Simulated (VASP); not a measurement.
Li2W:

```xyz
3
Lattice="2.9908 0.0000 0.0000 -1.4954 2.5901 0.0000 0.0000 0.0000 6.2224" Properties=species:S:1:pos:R:3 pbc="T T T"
Li    1.4954    0.8634    5.0336
Li    1.4954    0.8634    1.1887
W     0.0000    1.7267    3.1112
```

- Program: VASP 6.6.1
- Task: relaxation of cell and atoms
- Functional: PBE
- Potentials or basis: VASP PAW PBE potentials, release 64 (Li_sv, W_sv)
- Cutoff: 600 eV
- k mesh: 6 × 6 × 4
- Occupations: gaussian, width 0.1 eV
- Spin: no spin polarisation

At the start: pressure -0.9 GPa; volume 16.07 Å³/atom.

Task: How do energy, volume and symmetry change on relaxing?

Result: Over 13 steps the energy falls by 392.2 meV/atom and the volume is 16.33 Å³/atom (+1.7 %); space group P-6m2 (No. 187, to 0.05 Å).

The path:
```tsv
step	energy change (eV)	largest force (eV/Å)	pressure (GPa)	volume (Å³)
1	0.0000	0.8683	-0.91	48.20
2	-0.7765	0.4995	0.72	47.24
3	0.9495	0.3708	35.72	41.77
4	-1.0891	0.1943	2.94	46.34
5	-1.1183	0.0590	6.26	45.61
6	-1.1270	0.0890	5.37	45.80
7	-1.1653	0.1773	-1.99	49.85
8	-1.1735	0.1085	0.02	48.59
9	-1.1748	0.0876	0.07	48.66
10	-1.1760	0.0269	0.21	48.86
11	-1.1765	0.0088	-0.04	49.02
12	-1.1766	0.0005	-0.15	49.09
13	-1.1767	0.0036	-0.06	49.00
```

Final structure:
```yaml
crystal:
  lattice:
    - [2.72503, 0.00000, 0.00000]
    - [-1.36251, 2.35994, 0.00000]
    - [0.00000, 0.00000, 7.61968]
  atoms:
    - { symbol: Li, position: [0.66667, 0.33333, 0.82097] }
    - { symbol: Li, position: [0.66667, 0.33333, 0.17903] }
    - { symbol: W, position: [0.33333, 0.66667, 0.50000] }
```

Caveat: the k points lie up to 0.44 Å⁻¹ apart in the final cell; the cutoff is under 1.25 times the usual one of these potentials, so pressure, stress and relaxed cells hold a basis-set (Pulay) error.
